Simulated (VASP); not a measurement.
TaSi2:

```
Ta Si
1.0
     0.00000    3.51914    3.51914
     3.51914    0.00000    3.51914
     3.51914    3.51914    0.00000
Ta Si
2 4
Direct
  0.00000 0.00000 0.00000
  0.25000 0.25000 0.25000
  0.62500 0.62500 0.62500
  0.12500 0.62500 0.62500
  0.62500 0.62500 0.12500
  0.62500 0.12500 0.62500
```

* Program: VASP 6.6.1
* Task: relaxation of cell and atoms
* Functional: PBE
* Potentials or basis: VASP PAW PBE potentials, release 64 (Ta_pv, Si)
* Cutoff: 600 eV
* k mesh: 4 × 4 × 4
* Occupations: gaussian, width 0.1 eV
* Spin: no spin polarisation

At the start: pressure -5.6 GPa; volume 14.53 Å³/atom.

Task: How do energy, volume and symmetry change on relaxing?

Result: Over 3 steps the energy falls by 9.2 meV/atom and the volume is 14.02 Å³/atom (-3.5 %); space group Fd-3m (No. 227, to 0.1 Å) before and after.

The path:
```
step  energy change (eV)  largest force (eV/Å)  pressure (GPa)  volume (Å³)
   1              0.0000                0.0000           -5.63        87.16
   2              0.0176                0.0000            7.51        80.88
   3             -0.0554                0.0000           -0.05        84.15
```

Final structure:
```yaml
crystal:
  lattice:
    - [0.00000, 3.47806, 3.47806]
    - [3.47806, 0.00000, 3.47806]
    - [3.47806, 3.47806, 0.00000]
  atoms:
    - { symbol: Ta, position: [0.00000, 0.00000, 0.00000] }
    - { symbol: Ta, position: [0.25000, 0.25000, 0.25000] }
    - { symbol: Si, position: [0.62500, 0.62500, 0.62500] }
    - { symbol: Si, position: [0.12500, 0.62500, 0.62500] }
    - { symbol: Si, position: [0.62500, 0.62500, 0.12500] }
    - { symbol: Si, position: [0.62500, 0.12500, 0.62500] }
```

Caveat: the k points lie up to 0.39 Å⁻¹ apart in the final cell, too coarse for converged energies and pressures of a metal.
